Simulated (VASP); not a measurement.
A run of VASP 6.6.1 is set up as follows.

File INCAR:

```
PREC = Accurate ; ENCUT = 520
EDIFF = 1E-6 ; ISMEAR = 0
SIGMA = 0.05 ; LREAL = False
LASPH = True ; NELM = 60
ALGO = Normal ; ISIF = 2
LWAVE = False ; LCHARG = False
LDIPOL = True ; IDIPOL = 3
DIPOL = 0.5 0.5 0.500 ; GGA = PS
NBANDS = 49
```

The input KPOINTS:

```
Automatic mesh
0
Gamma
  1 1 1
```

Contents of POSCAR:

```
MoS2
1.0
    3.1414322091      0.0000000000      0.0000000000
   -1.5707161046      2.7205600974      0.0000000000
    0.0000000000      0.0000000000     30.6970122376
S Mo
6 3
Direct
    0.6666666667      0.3333333333      0.2443234521
    0.6666666667      0.3333333333      0.3459031328
    0.3333333333      0.6666666667      0.4492101597
    0.3333333333      0.6666666667      0.5507898403
    0.6666666667      0.3333333333      0.6540968672
    0.6666666667      0.3333333333      0.7556765479
    0.3333333333      0.6666666667      0.2951132924
    0.6666666667      0.3333333333      0.5000000000
    0.3333333333      0.6666666667      0.7048867076
```

Potentials or basis: VASP PAW PBE potentials, release 64 (S, Mo_sv).

Launch:

```console
$ cat potpaw_PBE.64/S/POTCAR potpaw_PBE.64/Mo_sv/POTCAR > POTCAR
$ mpirun -np 1 vasp_gam > vasp.out
```

Task: Predict the largest force.

Result: 4.208 eV/Å.

Forces on the atoms (eV/Å):
```
S    0.000  0.000  3.077
S    0.000  0.000 -4.203
S    0.000  0.000  4.208
S    0.000  0.000 -4.208
S    0.000  0.000  4.203
S    0.000  0.000 -3.077
Mo   0.000  0.000 -0.243
Mo   0.000  0.000  0.000
Mo   0.000  0.000  0.243
```

Caveat: the k points lie up to 2.31 Å⁻¹ apart, too coarse for converged energies, forces and pressures; the PAW data sets were made with another functional, which shifts forces and pressure a little.
